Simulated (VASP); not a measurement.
# Mg (P6_3/mmc) in VASP: a series of runs, part 2 of 3

VASP 6.6.1. Earlier steps stand in the parts before.

## 4. Electric field gradients, PBE (zz strain of -2 %)

Contents of INCAR:

```
SYSTEM = Mg
ALGO = Normal
EDIFF = 1E-8
ENCUT = 520
GGA = PE
ISIF = 2
ISMEAR = -1
LASPH = .True.
LCHARG = .False.
LEFG = .True.
LREAL = .False.
LWAVE = .False.
NBANDS = 9
NELM = 60
PREC = Accurate
SIGMA = 0.08
```

Contents of KPOINTS:

```
k-points
0
Gamma
  12 12 7
  0 0 0
```

Contents of POSCAR:

```
Mg
1.0
    3.2092715325      0.0000000000      0.0000000000
   -1.6046357662      2.7793106748      0.0000000000
    0.0000000000      0.0000000000      5.1061234000
Mg
2
Direct
    0.3333333333      0.6666666667      0.2500000000
    0.6666666667      0.3333333333      0.7500000000
```

Potentials or basis: VASP PAW PBE potentials, release 64 (Mg).

Launch:

```console
$ cat potpaw_PBE.64/Mg/POTCAR > POTCAR
$ mpirun -np 1 vasp_std > vasp.out
```

OUTCAR:

```text
SYSTEM = Mg
   EDIFF = 1E-8
   ENCUT = 520
   GGA = PE
   ISIF = 2
   ISMEAR = -1
   LASPH = .True.
   LREAL = .False.
   NELM = 60
   PREC = Accurate

 ion  position               nearest neighbor table
   1  0.333  0.667  0.250-   2 3.15   2 3.15   2 3.15   2 3.15   2 3.15   2 3.15
   2  0.667  0.333  0.750-   1 3.15   1 3.15   1 3.15   1 3.15   1 3.15   1 3.15

  LATTYP: Found a hexagonal cell.
 ALAT       =     3.2092715325
 C/A-ratio  =     1.5910537168

  Lattice vectors:

 A1 = (   3.2092715325,   0.0000000000,   0.0000000000)
 A2 = (  -1.6046357662,   2.7793106748,   0.0000000000)
[... 503 lines left out ...]
  free  energy   TOTEN  =        -3.0223984154 eV

  energy  without entropy=       -3.0055737467  energy(sigma->0) =       -3.01398608

 Electric field gradients (V/A^2)
---------------------------------------------------------------------
 ion       V_xx      V_yy      V_zz      V_xy      V_xz      V_yz
---------------------------------------------------------------------
   1       0.036     0.036    -0.072    -0.000    -0.000     0.000
   2       0.036     0.036    -0.072    -0.000     0.000    -0.000
---------------------------------------------------------------------

 Electric field gradients after diagonalization (V/A^2)
 (convention: |V_zz| > |V_xx| > |V_yy|)
----------------------------------------------------------------------
 ion       V_xx      V_yy      V_zz     asymmetry (V_yy - V_xx)/ V_zz
----------------------------------------------------------------------
   1       0.036     0.036    -0.072       0.000
   2       0.036     0.036    -0.072       0.000
----------------------------------------------------------------------

           NMR quadrupolar parameters

 Cq : quadrupolar parameter    Cq=e*Q*V_zz/h
 eta: asymmetry parameters     (V_yy - V_xx)/ V_zz
 Q  : nuclear electric quadrupole moment in mb (millibarn)
----------------------------------------------------------------------
 ion       Cq(MHz)       eta       Q (mb)
----------------------------------------------------------------------
   1      -0.000       0.000       1.000
   2      -0.000       0.000       1.000
----------------------------------------------------------------------
```

stdout:

```text
POSCAR found type information on POSCAR Mg
 POSCAR found :  1 types and       2 ions
 scaLAPACK will be used
 LDA part: xc-table for (Slater+PW92), standard interpolation
 POSCAR, INCAR and KPOINTS ok, starting setup
 FFT: planning ... GRIDC
 FFT: planning ... GRID_SOFT
 FFT: planning ... GRID
 WAVECAR not read
 entering main loop
ion   1

ion   2
```

It took 13 s on 1 thread of Intel Xeon Platinum 8375C at 2.90GHz (Ice Lake), shared host; peak memory 0.17 GiB.

What came out:

| Item | Value |
| --- | --- |
| Free energy | -3.0224 eV |
| Pressure | 0.2 GPa |
| Band gap on the k mesh | zero (bands 2 and 3 overlap by 2.00 eV) |
| Largest electric field gradient by atom | Mg -0.07 V/Å² |

Stress tensor (GPa, compression positive):
```
0.03 0.00 0.00
0.00 0.03 0.00
0.00 0.00 0.41
```

Caveat: the cell differs from its parent crystal (zz strain of -2 %); without QUAD_EFG the Cq values of the log hold for a quadrupole moment of 1 mb, not for the nuclei.

## 5. Electric field gradients, PBE (zz strain of +3 %)

Contents of INCAR:

```
SYSTEM = Mg
PREC = Accurate
ENCUT = 520
EDIFF = 1E-8
ISMEAR = -1
SIGMA = 0.08
LREAL = .False.
LASPH = .True.
NELM = 60
ALGO = Normal
ISIF = 2
LWAVE = .False.
LCHARG = .False.
GGA = PE
LEFG = .True.
NBANDS = 9
```

Contents of KPOINTS:

```
Automatic mesh
0
Gamma
  12 12 7
  0 0 0
```

Edit POSCAR of step 4 so:

```diff
@@ -4,3 +4,3 @@
    -1.6046357662      2.7793106748      0.0000000000
-    0.0000000000      0.0000000000      5.1061234000
+    0.0000000000      0.0000000000      5.3666399000
 Mg
```

Potentials or basis: VASP PAW PBE potentials, release 64 (Mg).

Launch:

```console
$ cat potpaw_PBE.64/Mg/POTCAR > POTCAR
$ mpirun -np 1 vasp_std > vasp.out
```

OUTCAR:

```text
SYSTEM = Mg
   PREC = Accurate
   ENCUT = 520
   EDIFF = 1E-8
   ISMEAR = -1
   LREAL = .False.
   LASPH = .True.
   NELM = 60
   ISIF = 2
   GGA = PE

 ion  position               nearest neighbor table
   1  0.333  0.667  0.250-   2 3.26   2 3.26   2 3.26   2 3.26   2 3.26   2 3.26
   2  0.667  0.333  0.750-   1 3.26   1 3.26   1 3.26   1 3.26   1 3.26   1 3.26

  LATTYP: Found a hexagonal cell.
 ALAT       =     3.2092715325
 C/A-ratio  =     1.6722299268

  Lattice vectors:

 A1 = (   3.2092715325,   0.0000000000,   0.0000000000)
 A2 = (  -1.6046357662,   2.7793106748,   0.0000000000)
 A3 = (   0.0000000000,   0.0000000000,   5.3666399000)

Analysis of symmetry for initial positions (statically):
=====================================================================
 Subroutine PRICEL returns:
 Original cell was already a primitive cell.

 Routine SETGRP: Setting up the symmetry group for a
 hexagonal supercell.

 Subroutine GETGRP returns: Found 24 space group operations
 (whereof 12 operations were pure point group operations)
 out of a pool of 24 trial point group operations.

The static configuration has the point symmetry D_3d.
 The point group associated with its full space group is D_6h.

Analysis of symmetry for dynamics (positions and initial velocities):
=====================================================================
 Subroutine PRICEL returns:
 Original cell was already a primitive cell.

 Routine SETGRP: Setting up the symmetry group for a
 hexagonal supercell.

 Subroutine GETGRP returns: Found 24 space group operations
 (whereof 12 operations were pure point group operations)
[... 435 lines left out ...]
  band No.  band energies     occupation
      1      -2.0828      2.00000
      2       1.4927      1.99998
      3       3.8780      0.00000
      4       4.7093      0.00000
      5       7.5839      0.00000
      6       9.9104      0.00000
      7       9.9159      0.00000
      8      11.5195      0.00000
      9      13.0935      0.00000

 [... further k-points ...]

------------------------ aborting loop because EDIFF is reached ----------------------------------------

  FORCE on cell =-STRESS in cart. coord.  units (eV):
  Direction    XX          YY          ZZ          XY          YZ          ZX
  --------------------------------------------------------------------------------------
  -------------------------------------------------------------------------------------
  Total       -0.2400267     -0.2400267     -0.8342166     -0.0000000      0.0000000      0.0000000
  in kB       -8.0338578     -8.0338578    -27.9217996     -0.0000000      0.0000000      0.0000000
  external PRESSURE =     -14.6631718 kB  Pullay stress =       0.0000000 kB

 VOLUME and BASIS-vectors are now :
 -----------------------------------------------------------------------------
  energy-cutoff  :      520.00
  volume of cell :       47.87
      direct lattice vectors                 reciprocal lattice vectors
     3.209271532  0.000000000  0.000000000     0.311597193  0.179900723  0.000000000
    -1.604635766  2.779310675  0.000000000     0.000000000  0.359801446  0.000000000
     0.000000000  0.000000000  5.366639900     0.000000000  0.000000000  0.186336333

 POSITION                                       TOTAL-FORCE (eV/Angst)
 -----------------------------------------------------------------------------------
     -0.00000      1.85287      1.34166        -0.000000      0.000000      0.000000
      1.60464      0.92644      4.02498         0.000000     -0.000000      0.000000
 -----------------------------------------------------------------------------------
    total drift:                                0.000000     -0.000000      0.000000

  FREE ENERGIE OF THE ION-ELECTRON SYSTEM (eV)
  ---------------------------------------------------
  free  energy   TOTEN  =        -3.0024839375 eV

  energy  without entropy=       -2.9810732776  energy(sigma->0) =       -2.99177861

 Electric field gradients (V/A^2)
---------------------------------------------------------------------
 ion       V_xx      V_yy      V_zz      V_xy      V_xz      V_yz
---------------------------------------------------------------------
   1      -1.192    -1.192     2.383    -0.000    -0.000     0.000
   2      -1.192    -1.192     2.383    -0.000     0.000    -0.000
---------------------------------------------------------------------

 Electric field gradients after diagonalization (V/A^2)
 (convention: |V_zz| > |V_xx| > |V_yy|)
----------------------------------------------------------------------
 ion       V_xx      V_yy      V_zz     asymmetry (V_yy - V_xx)/ V_zz
----------------------------------------------------------------------
   1      -1.192    -1.192     2.383       0.000
   2      -1.192    -1.192     2.383       0.000
----------------------------------------------------------------------

           NMR quadrupolar parameters

 Cq : quadrupolar parameter    Cq=e*Q*V_zz/h
 eta: asymmetry parameters     (V_yy - V_xx)/ V_zz
 Q  : nuclear electric quadrupole moment in mb (millibarn)
----------------------------------------------------------------------
 ion       Cq(MHz)       eta       Q (mb)
----------------------------------------------------------------------
   1       0.006       0.000       1.000
   2       0.006       0.000       1.000
----------------------------------------------------------------------
```

OSZICAR:

```text
N       E                     dE             d eps       ncg     rms          rms(c)
DAV:   1    -0.293856674795E+00   -0.29386E+00   -0.12339E+03  1368   0.307E+02
DAV:   2    -0.298282853773E+01   -0.26890E+01   -0.25788E+01  1829   0.280E+01
DAV:   3    -0.301568149066E+01   -0.32853E-01   -0.32782E-01  1803   0.257E+00
DAV:   4    -0.301579498762E+01   -0.11350E-03   -0.11349E-03  1742   0.144E-01
DAV:   5    -0.301579549086E+01   -0.50324E-06   -0.50298E-06  1727   0.938E-03    0.965E-01
DAV:   6    -0.300997249260E+01    0.58230E-02   -0.77072E-04  1611   0.208E-01    0.619E-01
DAV:   7    -0.300247256538E+01    0.74999E-02   -0.30054E-03  1450   0.364E-01    0.352E-02
DAV:   8    -0.300248595427E+01   -0.13389E-04   -0.20206E-05  1943   0.262E-02    0.787E-03
DAV:   9    -0.300248428220E+01    0.16721E-05   -0.13197E-06  1539   0.555E-03    0.616E-04
DAV:  10    -0.300248400114E+01    0.28106E-06   -0.61480E-09  1896   0.469E-04    0.169E-04
DAV:  11    -0.300248393760E+01    0.63536E-07   -0.71900E-10   924   0.181E-04    0.170E-05
DAV:  12    -0.300248393750E+01    0.10522E-09   -0.12162E-11   867   0.194E-05
   1 F= -.30024839E+01 E0= -.29917786E+01  d E =-.214107E-01
```

stdout:

```text
POSCAR found type information on POSCAR Mg
 POSCAR found :  1 types and       2 ions
 scaLAPACK will be used
 LDA part: xc-table for (Slater+PW92), standard interpolation
 POSCAR, INCAR and KPOINTS ok, starting setup
 FFT: planning ... GRIDC
 FFT: planning ... GRID_SOFT
 FFT: planning ... GRID
 WAVECAR not read
 entering main loop
ion   1

ion   2
```

Wall time 13 s (1 thread of Intel Xeon Platinum 8375C at 2.90GHz (Ice Lake), shared host); peak memory 0.17 GiB.

Results:

* Free energy: -3.0025 eV
* Pressure: -1.5 GPa
* Band gap on the k mesh: zero (bands 2 and 3 overlap by 2.56 eV)
* Largest electric field gradient by atom: Mg +2.4 V/Å²

Stress tensor (GPa, compression positive):
```
-0.80  0.00  0.00
 0.00 -0.80  0.00
 0.00  0.00 -2.79
```

Electric field gradients, principal values (V/Å²):
```csv
atom,least,middle,greatest (by size)
1 Mg,-1.192,-1.192,2.383
2 Mg,-1.192,-1.192,2.383
```

Caveat: the cell differs from its parent crystal (zz strain of +3 %); without QUAD_EFG the Cq values of the log hold for a quadrupole moment of 1 mb, not for the nuclei.

[end of part 2 of 3]
